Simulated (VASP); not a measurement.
Input of a VASP 6.6.1 run:

File INCAR:

```
PREC = Accurate
ENCUT = 1000
EDIFF = 1E-6
ISMEAR = -1
SIGMA = 0.02
LREAL = Auto
LASPH = T
NELM = 120
ALGO = Normal
ISIF = 2
LWAVE = F
LCHARG = T
GGA = PE
LELF = T
LVHAR = T
NBANDS = 54
GGA_COMPAT = F
```

File KPOINTS:

```
regular mesh
0
Gamma
  1 1 1
```

The input POSCAR:

```
CO
1.0
    7.1868070000      0.0000000000      0.0000000000
    0.0000000000      7.1868070000      0.0000000000
    0.0000000000      0.0000000000      7.1868070000
O C
8 8
Direct
    0.7955967094     -0.0804529745      0.3822003290
    0.2602407439      0.8149098758      0.2212526369
    0.3476926541      0.3451463216      1.1982929276
    0.6018945548      0.4176263534      0.4651439784
    0.9881578843      0.1696998403      1.0128002603
   -0.0136360974      0.4444950310      0.3380638996
    0.2394109095      0.0824705603      0.5985551024
    0.6544631016      0.8184997872      0.9721006839
    0.7860236124      0.0505231322      0.4644204304
    0.3409163485      0.9498376678      0.1875102532
    0.4695965816      0.4150800209      1.1094913221
    0.5071654213      0.5326844035      0.5160845421
    0.9836913667      0.2664326453      0.8799039685
   -0.0497995842      0.5750537060      0.2601433432
    0.3662961869      0.1513328520      0.6605715167
    0.7214747801      0.8262500997      0.8337638676
```

Potentials or basis: VASP PAW PBE potentials, release 64 (O_h, C_h).

Run with:

```bash
$ cat potpaw_PBE.64/O_h/POTCAR potpaw_PBE.64/C_h/POTCAR > POTCAR
$ mpirun -np 1 vasp_gam > vasp.out
```

(1) What does it give for the largest force?

(2) What does it give for the pressure?

Results:

(1) 5.734 eV/Å.

(2) 0.9 GPa.

Caveat: the k points lie up to 0.87 Å⁻¹ apart, too coarse for converged energies, forces and pressures.
